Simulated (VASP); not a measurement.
A run of VASP 6.6.1 is set up as follows.

Contents of INCAR:

```
SYSTEM = Na
  PREC = Accurate
  ENCUT = 520
  EDIFF = 1E-7
  ISMEAR = -1
  SIGMA = 0.13605693000000002
  LREAL = .False.
  LASPH = .True.
  NELM = 80
  ALGO = Normal
  ISIF = 2
  LWAVE = .False.
  LCHARG = .False.
  NBANDS = 10
```

Contents of KPOINTS:

```
Automatic mesh
0
Gamma
  11 11 11
  0 0 0
```

Contents of POSCAR:

```
Na
1.0
   -2.0311377058      2.0311377058      2.0311377058
    2.0311377058     -2.0311377058      2.0311377058
    2.0311377058      2.0311377058     -2.0311377058
Na
1
Direct
    0.0000000000      0.0000000000      0.0000000000
```

Potentials or basis: VASP PAW LDA potentials, release 64 (Na_pv).

Run with:

```sh
$ cat potpaw_LDA.64/Na_pv/POTCAR > POTCAR
$ mpirun -np 1 vasp_std > vasp.out
```

Problem. Predict the pressure.

Solution. -0.1 GPa.
